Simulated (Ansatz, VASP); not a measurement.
**One calculation of SnO2, two programs**

The input INCAR:

```
PREC     = Accurate       # precision mode
ENCUT    = 520            # plane-wave cutoff, eV
EDIFF    = 1E-7           # SCF threshold, eV
ISMEAR   = 0              # smearing method
SIGMA    = 0.01           # smearing width, eV
LREAL    = F              # projectors in reciprocal space
LASPH    = T              # aspherical terms in the spheres
NELM     = 80             # most SCF steps
ALGO     = Normal         # electronic algorithm
ISIF     = 2              # what is computed and relaxed
LWAVE    = F              # write WAVECAR
LCHARG   = F              # write CHGCAR
NBANDS   = 35             # bands
```

File KPOINTS:

```
regular mesh
0
Gamma
  4 4 6
```

Contents of POSCAR:

```
SnO2
1.0
    4.8275760755      0.0000000000      0.0000000000
    0.0000000000      4.9068035099      0.0000000000
    0.0000000000      0.0000000000      3.2676834957
Sn O
2 4
Direct
    0.5000000000      0.5000000000      0.5000000000
    0.0000000000      0.0000000000      0.0000000000
    0.2918550000      0.3210420000      0.0000000000
    0.7918550000      0.1789580000      0.5000000000
    0.2081450000      0.8210420000      0.5000000000
    0.7081450000      0.6789580000      0.0000000000
```

Input for Ansatz:

```yaml
crystal:
  lattice:
    - [4.827576075531492, 0.0, 0.0]
    - [0.0, 4.9068035099411365, 0.0]
    - [0.0, 0.0, 3.267683495677502]
  atoms:
    - { symbol: Sn, position: [0.5, 0.5, 0.5] }
    - { symbol: Sn, position: [0.0, 0.0, 0.0] }
    - { symbol: O, position: [0.291855, 0.321042, 0.0] }
    - { symbol: O, position: [0.791855, 0.178958, 0.5] }
    - { symbol: O, position: [0.208145, 0.821042, 0.5] }
    - { symbol: O, position: [0.708145, 0.678958, 0.0] }
basis:
  ecutwfc: 500.0
kpoints:
  mp_grid:
    grid: [4, 4, 6]
hamiltonian:
  xc: lda
  pseudopotentials:
    kind: paw
scf:
  occupations:
    method: fixed
output:
  stress: true
```

Alike in both runs: task single point; functional LDA; k mesh 4 × 4 × 6; no spin polarisation.

|  | VASP | Ansatz |
| --- | --- | --- |
| version | VASP 6.6.1 | Ansatz 0.2.0 |
| potentials or method | VASP PAW LDA potentials, release 64 (Sn_d, O), cutoff 520 eV | plane waves, PAW |
| occupations | gaussian, width 0.01 eV | fixed |
| valence electrons in the cell | 52 | 52 |

|  | VASP | Ansatz | Ansatz less VASP |
| --- | --- | --- | --- |
| pressure (GPa) | -14.1 | -14.8 | -0.72 |
| traceless stress, the component that is largest in VASP (GPa) | -1.82 | -2.09 | -0.264 |

LDA's correlation is that of Perdew and Zunger in VASP and of Perdew and Wang (1992) in Ansatz.
